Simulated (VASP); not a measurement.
Be3CCl2:

```xyz
6
Lattice="3.2890 0.0000 0.0000 -1.6445 2.8484 0.0000 0.0000 0.0000 8.0439" Properties=species:S:1:pos:R:3 pbc="T T T"
Be    0.0000    1.8989    7.1359
Be    1.6445    0.9495    0.9080
Be    0.0000    0.0000    4.0219
C     0.0000    0.0000    0.0000
Cl    0.0000    1.8989    2.4650
Cl    1.6445    0.9495    5.5789
```

* Program: VASP 6.6.1
* Task: relaxation of cell and atoms
* Functional: PBE
* Potentials or basis: VASP PAW PBE potentials, release 64 (Be, C_h, Cl)
* Cutoff: 1300 eV
* k mesh: 6 × 6 × 2
* Occupations: gaussian, width 0.1 eV
* Spin: no spin polarisation

At the start: pressure -11.0 GPa; volume 12.56 Å³/atom.

Task: How do energy, volume and symmetry change on relaxing?

Result: Over 18 steps the energy falls by 780.2 meV/atom and the volume is 14.73 Å³/atom (+17.3 %); space group P-3m1 (No. 164, to 0.1 Å) before and after.

Step by step:
```
step  energy change (eV)  largest force (eV/Å)  pressure (GPa)  volume (Å³)
   1              0.0000                3.6750          -11.01        75.36
   2             -2.3769                3.1961           -1.32        66.29
   3             -3.1060                1.5246           16.19        60.03
   4             -4.1153                0.1553           10.05        66.51
   5             -4.2642                0.6096            8.08        70.11
   6             -4.2720                0.7195            7.55        71.31
   7             -4.4396                0.7471           -3.76        79.55
   8             -4.4609                0.4584           -1.30        77.35
   9             -4.5536                0.5158           -0.22        77.88
  10             -4.5807                0.5790            0.82        78.26
  11             -4.6212                0.1951            0.74        79.63
  12             -4.6270                0.2760            0.75        80.34
  13             -4.6458                0.1925            0.09        82.12
  14             -4.6618                0.0981           -1.43        87.18
  15             -4.6703                0.1117           -0.74        87.58
  16             -4.6736                0.2087            0.06        88.02
  17             -4.6764                0.1677            0.10        88.11
  18             -4.6812                0.0352            0.22        88.38
```

Final structure:
```
CELL_PARAMETERS angstrom
3.10234 0.00000 0.00000
-1.55117 2.68671 0.00000
0.00000 0.00000 10.60297
ATOMIC_POSITIONS crystal
Be 0.33333 0.66667 0.96022
Be 0.66667 0.33333 0.03978
Be 0.00000 0.00000 0.50000
C 0.00000 0.00000 0.00000
Cl 0.33333 0.66667 0.37846
Cl 0.66667 0.33333 0.62154
```

Caveat: the volume moved by over 15 % at a fixed basis, so the end points are rough.
